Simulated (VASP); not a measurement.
Runs of VASP 6.6.1 on Tl. The structure is that of space group P6_3/mmc (No. 194), or close to it. The cells are those of the table. 

```tsv
cell	further INCAR settings	gap on the mesh (eV)	pressure (GPa)
a = 3.180, b = 3.180, c = 5.746 Å, angles 90.0, 90.0, 120.0°, 2 atoms	ALGO = Fast; EDIFF = 1e-07; NBANDS = 20	none	(a)
a = 3.180, b = 3.180, c = 5.525 Å, angles 90.0, 90.0, 120.0°, 2 atoms	ALGO = Fast; EDIFF = 1e-06; NBANDS = 20	none	14.1
a = 3.180, b = 3.180, c = 5.304 Å, angles 90.0, 90.0, 120.0°, 2 atoms	ALGO = Fast; EDIFF = 1e-06; NBANDS = 20	none	18.1
a = 3.180, b = 3.180, c = 5.967 Å, angles 90.0, 90.0, 120.0°, 2 atoms	ALGO = Fast; EDIFF = 1e-07; NBANDS = 20	none	8.9
a = 3.318, b = 3.318, c = 5.083 Å, angles 90.0, 90.0, 120.0°, 2 atoms	ALGO = Fast; EDIFF = 1e-06; NBANDS = 20	none	14.1
a = 3.318, b = 3.318, c = 5.304 Å, angles 90.0, 90.0, 120.0°, 2 atoms	ALGO = Fast; EDIFF = 1e-06; NBANDS = 20	none	10.3
a = 3.180, b = 3.180, c = 5.083 Å, angles 90.0, 90.0, 120.0°, 2 atoms	ALGO = Fast; EDIFF = 1e-06; NBANDS = 20	none	(b)
a = 3.456, b = 3.456, c = 5.083 Å, angles 90.0, 90.0, 120.0°, 2 atoms	ALGO = Fast; EDIFF = 1e-06; NBANDS = 20	none	8.1
```

Alike in all rows: task single point; level PBE; potentials or basis VASP PAW PBE potentials, release 64 (Tl_d); no spin polarisation; k mesh 18 × 18 × 10; cutoff (eV) 520; smearing gaussian 0.15 eV.

**Question.** Estimate the missing entries.

**Answer.** (a) 11.1; (b) 23.3.

Caveats: spin-orbit coupling is left out, which moves the levels of the heavy elements; the cell stands under pressure (at least some runs); the stress differs along the axes, from 7 to 13 GPa (at least some runs); the stress differs along the axes, from 3 to 12 GPa (at least some runs).

A k mesh can miss the band edges, and the runs leave out spin-orbit coupling on Tl.

A gap of «none» marks levels without a gap at the run's occupations.
